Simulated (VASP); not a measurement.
Crystal: MnSb.

```
CELL_PARAMETERS angstrom
0.00000 2.79502 2.79502
2.79502 0.00000 2.79502
2.79502 2.79502 0.00000
ATOMIC_POSITIONS crystal
Sb 0.50000 0.50000 0.50000
Mn 0.00000 0.00000 0.00000
```

Base run:

- Program: VASP 6.6.1
- Functional: PBE
- Potentials or basis: VASP PAW PBE potentials, release 64 (Sb, Mn_pv)
- Cutoff: 520 eV
- k mesh: 7 × 7 × 7
- Occupations: fermi-dirac, width 0.05 eV
- Spin: collinear spin, ferromagnetic start
- Starting moments: [0.0, 5.0] μB
- Fixed moment: 5 μB

Its results: pressure 7.0 GPa; site moments Sb +0.19; Mn +4.16 μB.

Q: After a change of settings the same cell gave: pressure -9.4 GPa; site moments Sb -0.20; Mn +2.33 μB. Which change was it?
A. fixed moment from 5 μB to 4 μB; moments at the start from [0.0, 5.0] to [0.0, 4.0]
B. fixed moment from 5 μB to 6 μB; moments at the start from [0.0, 5.0] to [0.0, 6.0]
C. fixed moment from 5 μB to 2 μB; moments at the start from [0.0, 5.0] to [0.0, 2.0]
D. fixed moment from 5 μB to 3 μB; moments at the start from [0.0, 5.0] to [0.0, 3.0]

A: C.

Caveats: the total moment is fixed, so each spin has its own Fermi level; a cell with one magnetic atom can't hold antiferromagnetic order, which such compounds often take.
